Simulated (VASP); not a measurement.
The system is ZnS.

```
Zn S
1.0
     3.82265    0.02562   -0.03474
    -1.88914    3.27776    0.05143
    -0.11390    0.12896   12.51773
Zn S
4 4
Direct
  0.34743 0.70145 0.97996
  0.34973 0.69976 0.50965
  0.65257 0.30471 0.26276
  0.60759 0.30433 0.74071
  0.36633 0.68908 0.20272
  0.31451 0.58880 0.69098
  0.67930 0.34004 0.43543
  0.68254 0.37183 0.94779
```

```yaml
Program: VASP 6.6.1
Task: relaxation of cell and atoms
Functional: PBE
Potentials_or_basis: VASP PAW PBE potentials, release 64 (Zn, S)
Cutoff: 600 eV
k_mesh: 6 × 6 × 1
Occupations: gaussian, width 0.1 eV
Spin: no spin polarisation
```

At the start: pressure 5.7 GPa; volume 19.68 Å³/atom.

Q: Where does the relaxation end?

A: Over 23 steps the energy falls by 201.5 meV/atom and the volume is 20.21 Å³/atom (+2.7 %); space group P6_3mc (No. 186, to 0.05 Å).

Step by step:
```tsv
step	energy change (eV)	largest force (eV/Å)	pressure (GPa)	volume (Å³)
1	0.0000	4.7461	5.72	157.42
2	-1.0901	1.0968	-3.51	173.81
3	-1.1488	1.2699	-2.02	169.00
4	-1.1503	1.2474	-2.25	169.63
5	-1.4106	0.9752	-0.75	164.32
6	-1.4778	0.6440	0.87	160.10
7	-1.5390	0.4869	0.09	161.51
8	-1.5452	0.4544	-0.18	162.12
9	-1.5747	0.2152	-0.10	161.89
10	-1.5810	0.2664	-0.03	161.72
11	-1.5893	0.1415	0.04	161.55
12	-1.5916	0.1522	0.09	161.40
13	-1.5968	0.1159	-0.05	161.75
14	-1.5986	0.1383	-0.19	162.10
15	-1.6027	0.1028	0.03	161.62
16	-1.6040	0.0990	0.24	161.16
17	-1.6074	0.1148	-0.04	161.83
18	-1.6077	0.1352	-0.16	162.11
19	-1.6102	0.0549	-0.01	161.78
20	-1.6105	0.0553	0.06	161.64
21	-1.6116	0.0399	-0.02	161.79
22	-1.6117	0.0396	-0.03	161.83
23	-1.6120	0.0206	0.04	161.69
```

Final structure:
```
Zn S
1.0
     3.84587   -0.00097    0.00013
    -1.92288    3.33370    0.00018
    -0.00254    0.00364   12.61305
Zn S
4 4
Direct
  0.33279 0.66679 0.00269
  0.33267 0.66455 0.50262
  0.67066 0.33837 0.25261
  0.66376 0.33035 0.75253
  0.33731 0.67140 0.18986
  0.33028 0.66387 0.68996
  0.66642 0.33139 0.43984
  0.66609 0.33328 0.93989
```

Caveat: the k points lie up to 0.50 Å⁻¹ apart in the final cell.
